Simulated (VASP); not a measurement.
# NaI (R-3m) in VASP: settings compared

NaI is run at these levels: PBE, HSE06; tasks: single point.

Program: VASP 6.6.1. These are calculated values, not measurements. Logs are shortened: lines on timing, memory, paths and dates and some standing lists are left out, and cuts for length are marked.

## (1) The cell of the first run

The structure is trigonal, space group R-3m (No. 166). The conventional cell has a = 4.796 Å, b = 4.796 Å, c = 10.741 Å, α = 90.00°, β = 90.00°, γ = 120.00°. Na (site symmetry -3m) has 6 I at 3.30 Å within 4.3 Å. Within 4.3 Å of I (site symmetry -3m) lie 6 Na at 3.30 Å.

## (2) Single point, PBE (epitaxial 111 strain +5.0%)

File INCAR:

```
PREC = Accurate
ENCUT = 520
EDIFF = 1E-6
ISMEAR = 0
SIGMA = 0.01
LREAL = F
LASPH = T
NELM = 100
ALGO = Normal
ISIF = 2
LWAVE = F
LCHARG = F
GGA = PE
NBANDS = 14
```

File KPOINTS:

```
Automatic mesh
0
Gamma
  4 4 4
```

File POSCAR:

```
NaI
1.0
   -0.1937832335      3.1974233532      3.1974233532
    3.1974233532     -0.1937832335      3.1974233532
    3.1974233532      3.1974233532     -0.1937832335
Na I
1 1
Direct
    0.0000000000      0.0000000000      0.0000000000
    0.5000000000      0.5000000000      0.5000000000
```

Potentials or basis: VASP PAW PBE potentials, release 64 (Na_pv, I).

Command:

```
$ cat potpaw_PBE.64/Na_pv/POTCAR potpaw_PBE.64/I/POTCAR > POTCAR
$ mpirun -np 1 vasp_std > vasp.out
```

OUTCAR:

```text
PREC = Accurate
   ENCUT = 520
   EDIFF = 1E-6
   ISMEAR = 0
   LREAL = F
   LASPH = T
   NELM = 100
   ISIF = 2
   GGA = PE

 ion  position               nearest neighbor table
   1  0.000  0.000  0.000-
   2  0.500  0.500  0.500-

  LATTYP: Found a trigonal (rhomboedric) cell.
 ALAT       =     4.5259898520
 COS(alpha) =     0.4385884510

  Lattice vectors:

 A1 = (  -0.1937832335,   3.1974233532,   3.1974233532)
 A2 = (   3.1974233532,  -0.1937832335,   3.1974233532)
 A3 = (   3.1974233532,   3.1974233532,  -0.1937832335)

Analysis of symmetry for initial positions (statically):
=====================================================================
 Subroutine PRICEL returns:
 Original cell was already a primitive cell.

 Routine SETGRP: Setting up the symmetry group for a
 trigonal (rhombohedral) supercell.

 Subroutine GETGRP returns: Found 12 space group operations
 (whereof 12 operations were pure point group operations)
 out of a pool of 12 trial point group operations.

The static configuration has the point symmetry D_3d.

Analysis of symmetry for dynamics (positions and initial velocities):
=====================================================================
 Subroutine PRICEL returns:
 Original cell was already a primitive cell.

 Routine SETGRP: Setting up the symmetry group for a
 trigonal (rhombohedral) supercell.

 Subroutine GETGRP returns: Found 12 space group operations
 (whereof 12 operations were pure point group operations)
 out of a pool of 12 trial point group operations.

The dynamic configuration has the point symmetry D_3d.

 Subroutine INISYM returns: Found 12 space group operations
 (whereof 12 operations are pure point group operations),
 and found     1 'primitive' translations

----------------------------------------------------------------------------------------

                                     Primitive cell

  volume of cell :      71.3140

  direct lattice vectors                    reciprocal lattice vectors
    -0.193783234  3.197423353  3.197423353    -0.142832643  0.152047652  0.152047652
     3.197423353 -0.193783234  3.197423353     0.152047652 -0.142832643  0.152047652
     3.197423353  3.197423353 -0.193783234     0.152047652  0.152047652 -0.142832643

  length of vectors
     4.525989852  4.525989852  4.525989852     0.258143644  0.258143644  0.258143644

  position of ions in fractional coordinates (direct lattice)
     0.000000000  0.000000000  0.000000000
     0.500000000  0.500000000  0.500000000

  ion indices of the primitive-cell ions
   primitive index   ion index
                 1           1
                 2           2

----------------------------------------------------------------------------------------

 KPOINTS: Automatic mesh

Automatic generation of k-mesh.
 Grid dimensions read from file:
 generate k-points for:    4    4    4

 Generating k-lattice:

  Cartesian coordinates                     Fractional coordinates (reciprocal lattice)
    -0.035708161  0.038011913  0.038011913     0.250000000  0.000000000  0.000000000
     0.038011913 -0.035708161  0.038011913     0.000000000  0.250000000  0.000000000
     0.038011913  0.038011913 -0.035708161     0.000000000  0.000000000  0.250000000

  Length of vectors
     0.064535911  0.064535911  0.064535911

  Shift w.r.t. Gamma in fractional coordinates (k-lattice)
     0.000000000  0.000000000  0.000000000

 Subroutine IBZKPT returns following result:
 ===========================================

 Found     13 irreducible k-points:

 Following reciprocal coordinates:
            Coordinates               Weight
  0.000000  0.000000  0.000000      1.000000
  0.250000  0.000000 -0.000000      6.000000
  0.500000  0.000000 -0.000000      3.000000
  0.250000  0.250000 -0.000000      6.000000
  0.500000  0.250000 -0.000000     12.000000
 -0.250000  0.250000  0.000000      6.000000
  0.500000  0.500000 -0.000000      3.000000
  0.250000  0.250000  0.250000      2.000000
  0.500000  0.250000  0.250000      6.000000
 -0.250000  0.250000  0.250000      6.000000
  0.500000  0.500000  0.250000      6.000000
 -0.250000  0.500000  0.250000      6.000000
  0.500000  0.500000  0.500000      1.000000
   k-points           NKPTS =     13   k-points in BZ     NKDIM =     13   number of bands    NBANDS=     14
   number of dos      NEDOS =    301   number of ions     NIONS =      2
   total plane-waves  NPLWV =  46656
   dimension x,y,z NGX =    36 NGY =   36 NGZ =   36
   dimension x,y,z NGXF=    72 NGYF=   72 NGZF=   72
   ions per type =               1   1
   NGX,Y,Z   is equivalent  to a cutoff of  13.22, 13.22, 13.22 a.u.
   NGXF,Y,Z  is equivalent  to a cutoff of  26.45, 26.45, 26.45 a.u.
 SYSTEM =  unknown system
   PREC   = accura    normal or accurate (medium, high low for compatibility)
   ISTART =      0    job   : 0-new  1-cont  2-samecut
   ICHARG =      2    charge: 1-file 2-atom 10-const
   ISPIN  =      1    spin polarized calculation?
   LNONCOLLINEAR =      F non collinear calculations
   LSORBIT =      F    spin-orbit coupling
   LASPH  =      T    aspherical Exc in radial PAW
   ENCUT  =  520.0 eV  38.22 Ry    6.18 a.u.   8.42  8.42  8.42*2*pi/ulx,y,z
   NELM   =    100;   NELMIN=  2; NELMDL= -5     # of ELM steps
   EDIFF  = 0.1E-05   stopping-criterion for ELM
   LREAL  =      F    real-space projection
   EDIFFG = 0.1E-04   stopping-criterion for IOM
   NSW    =      0    number of steps for IOM
   IBRION =     -1    ionic relax: 0-MD 1-quasi-New 2-CG
   NFREE  =      0    steps in history (QN), initial steepest desc. (CG)
   ISIF   =      2    stress and relaxation
   ISYM   =      2    0-nonsym 1-usesym 2-fastsym
   POTIM  = 0.5000    time-step for ionic-motion
   TEBEG  =    0.0;   TEEND  =   0.0 temperature during run
   PSTRESS=    0.0 pullay stress
   NELECT =      14.0000    total number of electrons
   NUPDOWN=      -1.0000    fix difference up-down
   EMIN   =  10.00;   EMAX   =-10.00  energy-range for DOS
   EFERMI =   0.00;   METHOD = LEGACY
   ISMEAR =     0;   SIGMA  =   0.01  broadening in eV -4-tet -1-fermi 0-gaus
   EFERMI_NEDOS =   21; number of points for ismear=-14 and -15
   IALGO  =     38    algorithm
   IMIX   =      4    mixing-type and parameters
     AMIX     =   0.40;   BMIX     =  1.00
     AMIX_MAG =   1.60;   BMIX_MAG =  1.00
  volume/ion in A,a.u.               =      35.66       240.63
  Fermi-wavevector in a.u.,A,eV,Ry     =   0.951465  1.798007 12.317148  0.905285
  Thomas-Fermi vector in A             =   2.079937
   LORBIT       =      0    0 simple, 1 ext, 2 COOP (PROOUT), +10 PAW based schemes
   GGA     = PE    functional components
   LHFCALC =     F    Hartree Fock is set to
   AEXX    =    0.0000 exact exchange contribution
   IVDW    =     0    specifies the selected vdW correction
   LEPSILON=     F    determine dielectric tensor
   LRPA    =     F    only Hartree local field effects (RPA)
 non-spin polarized calculation
 Gauss-broadening in eV      SIGMA  =   0.01
  energy-cutoff  :      520.00
  volume of cell :       71.31
 maximum number of plane-waves:      1944
 NGX is ok and might be reduce to    36
   NGX = 17   NGY = 17   NGZ = 17

 number of electron      14.0000008 magnetization

 Free energy of the ion-electron system (eV)
  ---------------------------------------------------
  ext. energy  EPLUGINS =         0.00000000
  ---------------------------------------------------
  free energy    TOTEN  =        -5.36567317 eV

  energy without entropy =       -5.36567317  energy(sigma->0) =       -5.36567317

 E-fermi :   0.7501     XC(G=0):  -7.5017

 val. band max:        0.7032991363   @ k =   0.0000   0.0000   0.0000
 cond. band min:       3.9536862424   @ k =   0.0000   0.0000   0.0000
 fundamental gap:      3.2503871060
 Fermi energy:         0.7501290176

 k-point     1 :       0.0000    0.0000    0.0000
  band No.  band energies     occupation
      1     -22.0611      2.00000
      2     -22.0525      2.00000
      3     -22.0525      2.00000
      4     -10.4112      2.00000
      5       0.3822      2.00000
      6       0.3822      2.00000
      7       0.7033      2.00000
      8       3.9537      0.00000
      9       8.0891      0.00000
     10       8.0891      0.00000
     11       9.1399      0.00000
     12      10.1883      0.00000
     13      10.1883      0.00000
     14      10.8319      0.00000

 k-point     2 :       0.2500    0.0000   -0.0000
  band No.  band energies     occupation
      1     -22.0617      2.00000
      2     -22.0540      2.00000
      3     -22.0525      2.00000
      4     -10.2891      2.00000
      5      -0.7496      2.00000
      6       0.2966      2.00000
      7       0.5262      2.00000
      8       5.2439      0.00000
      9       7.7749      0.00000
     10       8.2102      0.00000
     11       8.8561      0.00000
     12       9.6448      0.00000
     13      10.3709      0.00000
     14      10.8430      0.00000

 k-point     3 :       0.5000    0.0000   -0.0000
  band No.  band energies     occupation
      1     -22.0625      2.00000
      2     -22.0553      2.00000
      3     -22.0525      2.00000
      4     -10.1586      2.00000
      5      -1.5556      2.00000
      6       0.2169      2.00000
      7       0.4004      2.00000
      8       5.6087      0.00000
      9       7.7427      0.00000
     10       8.3626      0.00000
     11       8.6952      0.00000
     12      10.6916      0.00000
     13      11.9129      0.00000
     14      12.3626      0.00000

 k-point     4 :       0.2500    0.2500   -0.0000
  band No.  band energies     occupation
      1     -22.0625      2.00000
      2     -22.0534      2.00000
      3     -22.0532      2.00000
      4     -10.2400      2.00000
      5      -0.6387      2.00000
      6      -0.0236      2.00000
      7       0.2674      2.00000
      8       5.5507      0.00000
      9       6.9073      0.00000
     10       7.9272      0.00000
     11       9.3609      0.00000
     12       9.8322      0.00000
     13      10.8124      0.00000
     14      13.0495      0.00000

 k-point     5 :       0.5000    0.2500   -0.0000
  band No.  band energies     occupation
      1     -22.0631      2.00000
      2     -22.0547      2.00000
      3     -22.0533      2.00000
      4     -10.1142      2.00000
      5      -1.2287      2.00000
      6      -0.3824      2.00000
      7       0.1611      2.00000
      8       6.0182      0.00000
      9       6.9205      0.00000
     10       8.1062      0.00000
     11       9.3256      0.00000
[... 89 lines left out ...]
 k-point    11 :       0.5000    0.5000    0.2500
  band No.  band energies     occupation
      1     -22.0648      2.00000
      2     -22.0536      2.00000
      3     -22.0535      2.00000
      4     -10.0710      2.00000
      5      -1.1598      2.00000
      6      -0.3233      2.00000
      7      -0.1725      2.00000
      8       5.6748      0.00000
      9       7.0360      0.00000
     10       8.2362      0.00000
     11       8.6630      0.00000
     12      11.1463      0.00000
     13      12.7790      0.00000
     14      13.1064      0.00000

 k-point    12 :      -0.2500    0.5000    0.2500
  band No.  band energies     occupation
      1     -22.0637      2.00000
      2     -22.0542      2.00000
      3     -22.0541      2.00000
      4     -10.0614      2.00000
      5      -0.8619      2.00000
      6      -0.7437      2.00000
      7      -0.3507      2.00000
      8       6.1224      0.00000
      9       7.6216      0.00000
     10       8.0834      0.00000
     11       8.4201      0.00000
     12      11.8391      0.00000
     13      12.4930      0.00000
     14      12.5482      0.00000

 k-point    13 :       0.5000    0.5000    0.5000
  band No.  band energies     occupation
      1     -22.0658      2.00000
      2     -22.0530      2.00000
      3     -22.0530      2.00000
      4     -10.0731      2.00000
      5      -1.4490      2.00000
      6       0.0426      2.00000
      7       0.0426      2.00000
      8       5.3627      0.00000
      9       7.4765      0.00000
     10       7.4765      0.00000
     11       8.9274      0.00000
     12      10.7093      0.00000
     13      12.8818      0.00000
     14      12.8818      0.00000

------------------------ aborting loop because EDIFF is reached ----------------------------------------

  FORCE on cell =-STRESS in cart. coord.  units (eV):
  Direction    XX          YY          ZZ          XY          YZ          ZX
  --------------------------------------------------------------------------------------
  -------------------------------------------------------------------------------------
  Total       -0.1382793     -0.1382793     -0.1382793      0.1658848      0.1658848      0.1658848
  in kB       -3.1066557     -3.1066557     -3.1066557      3.7268559      3.7268559      3.7268559
  external PRESSURE =      -3.1066557 kB  Pullay stress =       0.0000000 kB

 VOLUME and BASIS-vectors are now :
 -----------------------------------------------------------------------------
  energy-cutoff  :      520.00
  volume of cell :       71.31
      direct lattice vectors                 reciprocal lattice vectors
    -0.193783234  3.197423353  3.197423353    -0.142832643  0.152047652  0.152047652
     3.197423353 -0.193783234  3.197423353     0.152047652 -0.142832643  0.152047652
     3.197423353  3.197423353 -0.193783234     0.152047652  0.152047652 -0.142832643

 POSITION                                       TOTAL-FORCE (eV/Angst)
 -----------------------------------------------------------------------------------
      0.00000      0.00000      0.00000        -0.000000     -0.000000      0.000000
      3.10053      3.10053      3.10053         0.000000      0.000000     -0.000000
 -----------------------------------------------------------------------------------
    total drift:                                0.000000      0.000000      0.000000

  FREE ENERGIE OF THE ION-ELECTRON SYSTEM (eV)
  ---------------------------------------------------
  free  energy   TOTEN  =        -5.3656731652 eV

  energy  without entropy=       -5.3656731652  energy(sigma->0) =       -5.36567317
```

Wall time 24 s (1 thread of Intel Xeon 8259CL, shared host); peak memory 0.21 GiB.

What came out:

| Property | Result |
| --- | --- |
| Free energy | -5.3657 eV |
| Pressure | -0.3 GPa |
| Band gap on the k mesh | 3.25 eV |

Stress tensor (GPa, compression positive):
```
-0.31  0.37  0.37
 0.37 -0.31  0.37
 0.37  0.37 -0.31
```

Caveat: the cell differs from its parent crystal (epitaxial 111 strain +5.0%); spin-orbit coupling is left out, which moves the levels of the heavy elements.

## (3) Single point, HSE06 (epitaxial 111 strain +5.0%)

POSCAR is that of step 2.

File INCAR.step1:

```
SYSTEM = NaI
  ALGO = Normal
  EDIFF = 1E-5
  ENCUT = 520
  GGA = PE
  ISIF = 2
  ISMEAR = 0
  LASPH = .TRUE.
  LCHARG = .FALSE.
  LREAL = .FALSE.
  LWAVE = .TRUE.
  NBANDS = 14
  NELM = 80
  PREC = Accurate
  SIGMA = 0.01
```

File INCAR.step2:

```
SYSTEM = NaI
  ALGO = Normal
  EDIFF = 1E-7
  ENCUT = 520
  GGA = PE
  HFSCREEN = 0.2079
  ISIF = 2
  ISMEAR = 0
  ISTART = 1
  LASPH = .TRUE.
  LCHARG = .FALSE.
  LHFCALC = .TRUE.
  LREAL = .FALSE.
  LWAVE = .FALSE.
  NBANDS = 14
  NELM = 80
  PREC = Accurate
  PRECFOCK = Normal
  SIGMA = 0.01
```

File KPOINTS:

```
k-points
0
G
  4 4 4
  0 0 0
```

Potentials or basis: VASP PAW PBE potentials, release 64 (Na_pv, I).

Command:

```
$ cat potpaw_PBE.64/Na_pv/POTCAR potpaw_PBE.64/I/POTCAR > POTCAR
$ cp INCAR.step1 INCAR
$ mpirun -np 1 vasp_std > vasp.out
$ cp INCAR.step2 INCAR
$ mpirun -np 1 vasp_std > vasp.out
```

It took 24 min on 1 thread of Intel Xeon 8259CL, shared host; peak memory 0.32 GiB.

The run converged. Its results:

```yaml
Free_energy: -6.2349 eV
Pressure: -0.6 GPa
Band_gap_on_the_k_mesh: 4.24 eV
```

Stress tensor (GPa, compression positive):
```
-0.59  0.39  0.39
 0.39 -0.59  0.39
 0.39  0.39 -0.59
```

Levels at points of the mesh, in eV from the valence-band top:
```csv
k point,band 5,band 6,band 7,band 8,band 9,band 10
"(0.00, 0.00, 0.00)",-0.33,-0.33,0.00,4.24,8.44,8.44
"(0.50, 0.00, 0.00)",-2.40,-0.51,-0.32,5.87,8.11,8.76
"(0.50, 0.50, 0.00)",-2.11,-1.14,-0.76,5.20,6.42,10.34
"(0.50, 0.50, 0.50)",-2.30,-0.70,-0.70,5.61,7.83,7.83
```

Caveat: the cell differs from its parent crystal (epitaxial 111 strain +5.0%); the PAW data sets were made with another functional, which shifts forces and pressure a little; spin-orbit coupling is left out, which moves the levels of the heavy elements.
